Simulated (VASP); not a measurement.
# ZnCu (I4_1/amd) in VASP: single point with PBE

Aim: the single point of ZnCu with PBE.

Everything below comes from runs of VASP 6.6.1. Logs are shortened: lines on timing, memory, paths and dates and some standing lists are left out, and cuts for length are marked.

## (1) The cell of the first run

Symmetry: I4_1/amd, No. 141, tetragonal system. The conventional cell has a = 3.645 Å, b = 3.645 Å, c = 7.857 Å, α = 90.00°, β = 90.00°, γ = 90.00°. Cu (site symmetry -4m2) has 8 Zn at 2.58 to 2.68 Å and 4 Cu at 2.68 Å within 3.4 Å. Zn (site symmetry -4m2) has 8 Cu at 2.58 to 2.68 Å and 4 Zn at 2.68 Å within 3.4 Å.

## (2) Single point, PBE

INCAR reads:

```
  ALGO = Fast
  EDIFF = 1E-6
  ENCUT = 520
  GGA = PE
  ISIF = 2
  ISMEAR = 0
  LASPH = T
  LCHARG = F
  LREAL = F
  LWAVE = F
  NBANDS = 31
  NELM = 80
  PREC = Accurate
  SIGMA = 0.1
```

KPOINTS reads:

```
k-points
0
Gamma
  14 14 14
```

POSCAR reads:

```
ZnCu
1.0
   -2.5773117048      0.0000000000      3.9283293760
    0.0000000000      2.5773117048     -3.9283293760
    0.0000000000     -2.5773117048     -3.9283293760
Cu Zn
2 2
Direct
    0.5000000000      0.2500000000      0.7500000000
    0.0000000000      0.5000000000      0.5000000000
    0.5000000000      0.7500000000      0.2500000000
    0.0000000000      0.0000000000      0.0000000000
```

Potentials or basis: VASP PAW PBE potentials, release 64 (Cu, Zn).

Started as:

```sh
cat potpaw_PBE.64/Cu/POTCAR potpaw_PBE.64/Zn/POTCAR > POTCAR
mpirun -np 1 vasp_std > vasp.out
```

OUTCAR:

```text
EDIFF = 1E-6
   ENCUT = 520
   GGA = PE
   ISIF = 2
   ISMEAR = 0
   LASPH = T
   LREAL = F
   NELM = 80
   PREC = Accurate

 ion  position               nearest neighbor table
   1  0.500  0.250  0.750-   3 2.58   3 2.58   3 2.58   3 2.58   2 2.68   4 2.68   2 2.68   4 2.68
                             4 2.68   4 2.68   2 2.68   2 2.68
   2  0.000  0.500  0.500-   4 2.58   4 2.58   4 2.58   4 2.58   3 2.68   1 2.68   1 2.68   1 2.68
                             3 2.68   1 2.68   3 2.68   3 2.68
   3  0.500  0.750  0.250-   1 2.58   1 2.58   1 2.58   1 2.58   4 2.68   2 2.68   2 2.68   2 2.68
                             4 2.68   2 2.68   4 2.68   4 2.68
   4  0.000  0.000  0.000-   2 2.58   2 2.58   2 2.58   2 2.58   1 2.68   3 2.68   1 2.68   3 2.68
                             3 2.68   3 2.68   1 2.68   1 2.68

  LATTYP: Found a body centered tetragonal cell.
 ALAT       =     3.6448691674
 C/A-ratio  =     2.1555393050

  Lattice vectors:

 A1 = (  -2.5773117048,   0.0000000000,   3.9283293760)
 A2 = (   2.5773117048,   0.0000000000,   3.9283293760)
 A3 = (   0.0000000000,   2.5773117048,  -3.9283293760)

Analysis of symmetry for initial positions (statically):
=====================================================================
 Subroutine PRICEL returns:
 Original cell was already a primitive cell.

 Routine SETGRP: Setting up the symmetry group for a
 body centered tetragonal supercell.

 Subroutine GETGRP returns: Found 16 space group operations
 (whereof  8 operations were pure point group operations)
 out of a pool of 16 trial point group operations.

The static configuration has the point symmetry D_2d.
 The point group associated with its full space group is D_4h.

Analysis of symmetry for dynamics (positions and initial velocities):
=====================================================================
 Subroutine PRICEL returns:
 Original cell was already a primitive cell.

 Routine SETGRP: Setting up the symmetry group for a
 body centered tetragonal supercell.

 Subroutine GETGRP returns: Found 16 space group operations
 (whereof  8 operations were pure point group operations)
 out of a pool of 16 trial point group operations.

The dynamic configuration has the point symmetry D_2d.
 The point group associated with its full space group is D_4h.

 Subroutine INISYM returns: Found 16 space group operations
 (whereof  8 operations are pure point group operations),
 and found     1 'primitive' translations

----------------------------------------------------------------------------------------

                                     Primitive cell

  volume of cell :      52.1881

  direct lattice vectors                    reciprocal lattice vectors
    -2.577311705  0.000000000  3.928329376    -0.388001187  0.000000000  0.000000000
     0.000000000  2.577311705 -3.928329376    -0.194000593  0.194000593 -0.127280569
     0.000000000 -2.577311705 -3.928329376    -0.194000593 -0.194000593 -0.127280569

  length of vectors
     4.698330268  4.698330268  4.698330268     0.388001187  0.302444712  0.302444712

  position of ions in fractional coordinates (direct lattice)
     0.500000000  0.250000000  0.750000000
     0.000000000  0.500000000  0.500000000
     0.500000000  0.750000000  0.250000000
     0.000000000  0.000000000  0.000000000

  ion indices of the primitive-cell ions
   primitive index   ion index
                 1           1
                 2           2
                 3           3
                 4           4

----------------------------------------------------------------------------------------

 KPOINTS: k-points

Automatic generation of k-mesh.
 Grid dimensions read from file:
 generate k-points for:   14   14   14

 Generating k-lattice:

  Cartesian coordinates                     Fractional coordinates (reciprocal lattice)
    -0.027714370  0.000000000  0.000000000     0.071428571  0.000000000  0.000000000
    -0.013857185  0.013857185 -0.009091469     0.000000000  0.071428571 -0.000000000
    -0.013857185 -0.013857185 -0.009091469     0.000000000 -0.000000000  0.071428571

  Length of vectors
     0.027714370  0.021603194  0.021603194

  Shift w.r.t. Gamma in fractional coordinates (k-lattice)
     0.000000000  0.000000000  0.000000000

 Subroutine IBZKPT returns following result:
 ===========================================

 Found    244 irreducible k-points:

 Following reciprocal coordinates:
            Coordinates               Weight
  0.000000  0.000000  0.000000      1.000000
  0.071429  0.000000  0.000000      4.000000
  0.142857  0.000000  0.000000      4.000000
  0.214286  0.000000  0.000000      4.000000
  0.285714  0.000000  0.000000      4.000000
  0.357143  0.000000  0.000000      4.000000
[... 16 lines left out ...]
 -0.071429  0.142857  0.000000      8.000000
 -0.000000  0.214286  0.000000      8.000000
 [... further k-points ...]
   k-points           NKPTS =    244   k-points in BZ     NKDIM =    244   number of bands    NBANDS=     31
   number of dos      NEDOS =    301   number of ions     NIONS =      4
   total plane-waves  NPLWV =  46656
   dimension x,y,z NGX =    36 NGY =   36 NGZ =   36
   dimension x,y,z NGXF=    72 NGYF=   72 NGZF=   72
   ions per type =               2   2
   NGX,Y,Z   is equivalent  to a cutoff of  12.74, 12.74, 12.74 a.u.
   NGXF,Y,Z  is equivalent  to a cutoff of  25.48, 25.48, 25.48 a.u.
 SYSTEM =  unknown system
   PREC   = accura    normal or accurate (medium, high low for compatibility)
   ISTART =      0    job   : 0-new  1-cont  2-samecut
   ICHARG =      2    charge: 1-file 2-atom 10-const
   ISPIN  =      1    spin polarized calculation?
   LNONCOLLINEAR =      F non collinear calculations
   LSORBIT =      F    spin-orbit coupling
   LASPH  =      T    aspherical Exc in radial PAW
   ENCUT  =  520.0 eV  38.22 Ry    6.18 a.u.   8.74  8.74  8.74*2*pi/ulx,y,z
   NELM   =     80;   NELMIN=  2; NELMDL= -5     # of ELM steps
   EDIFF  = 0.1E-05   stopping-criterion for ELM
   LREAL  =      F    real-space projection
[... 7 lines left out ...]
   TEBEG  =    0.0;   TEEND  =   0.0 temperature during run
   PSTRESS=    0.0 pullay stress
   NELECT =      46.0000    total number of electrons
   NUPDOWN=      -1.0000    fix difference up-down
   EMIN   =  10.00;   EMAX   =-10.00  energy-range for DOS
   EFERMI =   0.00;   METHOD = LEGACY
   ISMEAR =     0;   SIGMA  =   0.10  broadening in eV -4-tet -1-fermi 0-gaus
   EFERMI_NEDOS =   21; number of points for ismear=-14 and -15
   IALGO  =     68    algorithm
   IMIX   =      4    mixing-type and parameters
     AMIX     =   0.40;   BMIX     =  1.00
     AMIX_MAG =   1.60;   BMIX_MAG =  1.00
  volume/ion in A,a.u.               =      13.05        88.05
  Fermi-wavevector in a.u.,A,eV,Ry     =   1.569652  2.966213 33.522156  2.463809
  Thomas-Fermi vector in A             =   2.671503
   LORBIT       =      0    0 simple, 1 ext, 2 COOP (PROOUT), +10 PAW based schemes
   GGA     = PE    functional components
   LHFCALC =     F    Hartree Fock is set to
   AEXX    =    0.0000 exact exchange contribution
   IVDW    =     0    specifies the selected vdW correction
   LEPSILON=     F    determine dielectric tensor
   LRPA    =     F    only Hartree local field effects (RPA)
 non-spin polarized calculation
 RMM-DIIS sequential band-by-band and
 Gauss-broadening in eV      SIGMA  =   0.10
  energy-cutoff  :      520.00
  volume of cell :       52.19
 maximum number of plane-waves:      1430
   NGX = 17   NGY = 17   NGZ = 17

 number of electron      45.9999995 magnetization

 Free energy of the ion-electron system (eV)
  ---------------------------------------------------
  ext. energy  EPLUGINS =         0.00000000
  ---------------------------------------------------
  free energy    TOTEN  =       -10.01251971 eV

  energy without entropy =      -10.00900786  energy(sigma->0) =      -10.01076378

 E-fermi :   5.3205     XC(G=0): -12.2807

 val. band max:        5.3099043686   @ k =   0.1429   0.2857   0.0714
 cond. band min:       5.3307715701   @ k =   0.1429   0.3571   0.1429
 fundamental gap:      0.0208672015
 Fermi energy:         5.3205305625

 k-point     1 :       0.0000    0.0000    0.0000
  band No.  band energies     occupation
      1      -4.8567      2.00000
      2      -2.5690      2.00000
      3      -2.3383      2.00000
      4      -2.2762      2.00000
      5      -2.2311      2.00000
      6      -2.2311      2.00000
[... 23 lines left out ...]
     30      11.8555      0.00000
     31      11.9052      0.00000

 k-point     2 :       0.0714    0.0000    0.0000
  band No.  band energies     occupation
      1      -4.7369      2.00000
      2      -2.5470      2.00000
      3      -2.3416      2.00000
      4      -2.2586      2.00000
      5      -2.2288      2.00000
      6      -2.2204      2.00000
[... 23 lines left out ...]
     30      12.7708      0.00000
     31      12.8408      0.00000

 k-point     3 :       0.1429    0.0000    0.0000
  band No.  band energies     occupation
      1      -4.3834      2.00000
      2      -2.4986      2.00000
      3      -2.3456      2.00000
      4      -2.2207      2.00000
      5      -2.2105      2.00000
      6      -2.1889      2.00000
[... 23 lines left out ...]
     30      14.4789      0.00000
     31      14.5649      0.00000

 k-point     4 :       0.2143    0.0000    0.0000
  band No.  band energies     occupation
      1      -3.8180      2.00000
      2      -2.4841      2.00000
      3      -2.3149      2.00000
      4      -2.2103      2.00000
      5      -2.1836      2.00000
      6      -2.1498      2.00000
[... 635 lines left out ...]
     30      13.9165      0.00000
     31      20.4292      0.00000

 k-point    23 :      -0.0714    0.1429    0.0000
  band No.  band energies     occupation
      1      -4.6854      2.00000
      2      -2.5540      2.00000
      3      -2.3367      2.00000
      4      -2.2545      2.00000
      5      -2.2495      2.00000
      6      -2.2421      2.00000
[... 23 lines left out ...]
     30      13.3070      0.00000
     31      13.3440      0.00000

 k-point    24 :      -0.0000    0.2143    0.0000
  band No.  band energies     occupation
      1      -4.2134      2.00000
      2      -2.4994      2.00000
      3      -2.3433      2.00000
      4      -2.2653      2.00000
      5      -2.2313      2.00000
      6      -2.1903      2.00000
[... 23 lines left out ...]
     30      14.7179      0.00000
     31      15.2893      0.00000

 [... further k-points ...]

------------------------ aborting loop because EDIFF is reached ----------------------------------------

  FORCE on cell =-STRESS in cart. coord.  units (eV):
  Direction    XX          YY          ZZ          XY          YZ          ZX
  --------------------------------------------------------------------------------------
  -------------------------------------------------------------------------------------
  Total        0.0890314      0.0890314      0.1226551      0.0000000      0.0000000      0.0000000
  in kB        2.7332671      2.7332671      3.7655160      0.0000000      0.0000000      0.0000000
  external PRESSURE =       3.0773501 kB  Pullay stress =       0.0000000 kB

 VOLUME and BASIS-vectors are now :
 -----------------------------------------------------------------------------
  energy-cutoff  :      520.00
  volume of cell :       52.19
      direct lattice vectors                 reciprocal lattice vectors
    -2.577311705  0.000000000  3.928329376    -0.388001187  0.000000000  0.000000000
     0.000000000  2.577311705 -3.928329376    -0.194000593  0.194000593 -0.127280569
     0.000000000 -2.577311705 -3.928329376    -0.194000593 -0.194000593 -0.127280569

 POSITION                                       TOTAL-FORCE (eV/Angst)
 -----------------------------------------------------------------------------------
     -1.28866     -1.28866     -1.96416         0.000000      0.000000     -0.000000
      0.00000      0.00000     -3.92833         0.000000     -0.000000      0.000000
     -1.28866      1.28866     -1.96416        -0.000000      0.000000     -0.000000
      0.00000      0.00000      0.00000        -0.000000     -0.000000      0.000000
 -----------------------------------------------------------------------------------
    total drift:                               -0.000000     -0.000000     -0.000000

  FREE ENERGIE OF THE ION-ELECTRON SYSTEM (eV)
  ---------------------------------------------------
  free  energy   TOTEN  =       -10.0125197086 eV

  energy  without entropy=      -10.0090078595  energy(sigma->0) =      -10.01076378
```

Run time: 7.9 min. Hardware: 1 thread of Intel Xeon Platinum 8259CL at 2.50GHz (Skylake/Cascade Lake), shared host; peak memory 0.46 GiB.

Results:

```yaml
Free_energy: -10.0125 eV
Pressure: 0.3 GPa
Band_gap_on_the_k_mesh: zero (bands 23 and 24 overlap by 5.19 eV)
```

Stress tensor (GPa, compression positive):
```
0.27 0.00 0.00
0.00 0.27 0.00
0.00 0.00 0.38
```
